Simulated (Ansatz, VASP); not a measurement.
**Te: VASP beside Ansatz**

Contents of INCAR:

```
PREC = Accurate ; ENCUT = 520
EDIFF = 1E-7 ; ISMEAR = -1
SIGMA = 0.032 ; LREAL = F
LASPH = T ; NELM = 80
ALGO = Normal ; ISIF = 2
LWAVE = F ; LCHARG = F
GGA = RE ; NBANDS = 9
```

File KPOINTS:

```
Automatic mesh
0
Gamma
  6 6 6
```

File POSCAR:

```
Te
1.0
   -2.0760470000      2.0760470000      2.0760470000
    2.0760470000     -2.0760470000      2.0760470000
    2.0760470000      2.0760470000     -2.0760470000
Te
1
Direct
    0.0000000000      0.0000000000      0.0000000000
```

Input for Ansatz:

```yaml
crystal:
  lattice:
    - [-2.076047, 2.076047, 2.076047]
    - [2.076047, -2.076047, 2.076047]
    - [2.076047, 2.076047, -2.076047]
  atoms:
    - { symbol: Te, position: [0.0, 0.0, 0.0] }
  symmetry: { tolerance: 0.0003 }
kpoints:
  mp_grid: { grid: [6, 6, 6], shift: [0, 0, 0] }
magnetization:
  spin_polarized: false
scf:
  occupations: { method: fermi_dirac, width: 0.032 }
hamiltonian:
  pseudopotentials: { kind: paw }
  xc: revpbe
basis:
  ecutwfc: 420
output:
  forces: true
  stress: true
  eigenvalues: true
accuracy: medium
```

Alike in both runs: task single point; functional revPBE; k mesh 6 × 6 × 6; occupations fermi-dirac, width 0.032 eV; no spin polarisation.

```csv
,VASP,Ansatz
version,VASP 6.6.1,Ansatz 0.2.0
potentials or method,"VASP PAW PBE potentials, release 64 (Te), cutoff 520 eV",PAW plane waves
valence electrons in the cell,6,16
```

```csv
,VASP,Ansatz,Ansatz less VASP
gap on the k mesh at the Fermi level (eV),none,none,-
pressure (GPa),-6.2,-6.2,+0.05
```

VASP's potentials were made for PBE, not for revPBE. A gap of «none» marks a metal or a gap that the smearing closes. The functional is the same, so the differences come from potentials, cutoffs and numerics. VASP's potentials hold 6 valence electrons a cell and Ansatz's 16, so a difference there can come from the potentials and not from the codes.

Neither program's run includes spin-orbit coupling.
